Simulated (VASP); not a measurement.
**KYC: single point with PBE**

KYC, a sheet with vacuum:

```xyz
3
Lattice="3.8180 0.0000 0.0000 -1.9090 3.3065 0.0000 0.0000 0.0000 30.4862" Properties=species:S:1:pos:R:3 pbc="T T T"
K     0.0000    0.0000    7.1568
Y     0.0000    0.0000   10.2543
C     0.0000    2.2043    9.4705
```

The cell was built from a structure type or drawn by symmetry, and may not be a known phase.

| Item | Value |
| --- | --- |
| Program | VASP 6.6.1 |
| Task | single point |
| Functional | PBE |
| Potentials or basis | VASP PAW PBE potentials, release 64 (K_sv, Y_sv, C) |
| Cutoff | 520 eV |
| k mesh | 12 × 12 × 1 |
| Occupations | gaussian, width 0.1 eV |
| Spin | no spin polarisation |

| Property | Result |
| --- | --- |
| Largest force | 0.061 eV/Å |
| Band gap on the k mesh | zero (bands 12 and 13 overlap by 0.64 eV) |

Forces in eV/Å, atoms in the order of the input:
```
K    0.000  0.000  0.032
Y    0.000  0.000  0.030
C    0.000  0.000 -0.061
```

Levels at points of the mesh, in eV from the Fermi level:
```csv
k point,band 10,band 11,band 12,band 13,band 14,band 15
"(0.00, 0.00, 0.00)",-1.90,-0.77,-0.77,-0.57,0.13,1.76
"(0.50, 0.00, 0.00)",-1.73,-0.28,0.07,1.44,2.06,2.42
```

It took 6.4 min on 1 thread of Intel(R) Xeon(R) Platinum 8488C (Sapphire Rapids) (shared host), peak memory 0.57 GiB.
